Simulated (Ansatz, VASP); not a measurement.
Two plane-wave programs on Ge2H

The input INCAR:

```
SYSTEM = Ge2H
PREC = Accurate
ENCUT = 600
EDIFF = 1E-7
ISMEAR = 0
SIGMA = 0.1
LREAL = .False.
LASPH = .True.
NELM = 60
ALGO = Normal
ISIF = 3
LWAVE = .False.
LCHARG = .False.
GGA = PE
IBRION = 2
NSW = 90
EDIFFG = -0.025
```

KPOINTS

```
regular mesh
0
Gamma
  12 12 4
  0 0 0
```

POSCAR

```
Ge2H
1.0
    3.9674583369      0.0000000000      0.0000000000
   -1.9837291685      3.4359197082      0.0000000000
    0.0000000000      0.0000000000      6.9878716763
Ge H
4 2
Direct
    0.6666666667      0.3333333333      0.0738507173
    0.3333333333      0.6666666667      0.5738507173
    0.6666666667      0.3333333333      0.4261492827
    0.3333333333      0.6666666667      0.9261492827
    0.0000000000      0.0000000000      0.2500000000
    0.0000000000      0.0000000000      0.7500000000
```

Input for Ansatz:

```yaml
crystal:
  lattice:
    - [3.9674583369, 0.0, 0.0]
    - [-1.9837291685, 3.4359197082, 0.0]
    - [0.0, 0.0, 6.9878716763]
  atoms:
    - { symbol: Ge, position: [0.6666666667, 0.3333333333, 0.0738507173] }
    - { symbol: Ge, position: [0.3333333333, 0.6666666667, 0.5738507173] }
    - { symbol: Ge, position: [0.6666666667, 0.3333333333, 0.4261492827] }
    - { symbol: Ge, position: [0.3333333333, 0.6666666667, 0.9261492827] }
    - { symbol: H, position: [0.0, 0.0, 0.25] }
    - { symbol: H, position: [0.0, 0.0, 0.75] }
basis:
  ecutwfc: 420
kpoints:
  mp_grid: { grid: [12, 12, 4] }
hamiltonian:
  xc: pbe
scf:
  occupations: { method: gaussian, width: 0.1 }
output:
  forces: true
  stress: true
  eigenvalues: true
  write_density: true
  write_potential: true
  elf: true
  volumetric_format: npy
relax:
  adjacent_minimum: "off"
  f_tol: 0.025
  max_steps: 70
  cell: { stress_tol: 0.12 }
```

Alike in both runs: task relaxation of cell and atoms; functional PBE; k mesh 12 × 12 × 4; occupations gaussian, width 0.1 eV; no spin polarisation.

|  | VASP | Ansatz |
| --- | --- | --- |
| version | VASP 6.6.1 | Ansatz 0.2.0 |
| potentials or method | VASP PAW PBE potentials, release 64 (Ge_d, H), cutoff 600 eV | scalar-relativistic, plane waves, PAW |
| valence electrons in the cell | 58 | 58 |

```csv
,VASP,Ansatz,Ansatz less VASP
"gap on the k mesh at the Fermi level, each at its own relaxed structure (eV)",none,none,-
relaxed volume (Å³/atom),15.84,15.84,+0.002
relaxed length of the cell vector where the two differ most in proportion (Å),6.991,6.974,-0.0163
```

A gap of «none» marks a metal or a gap that the smearing closes.
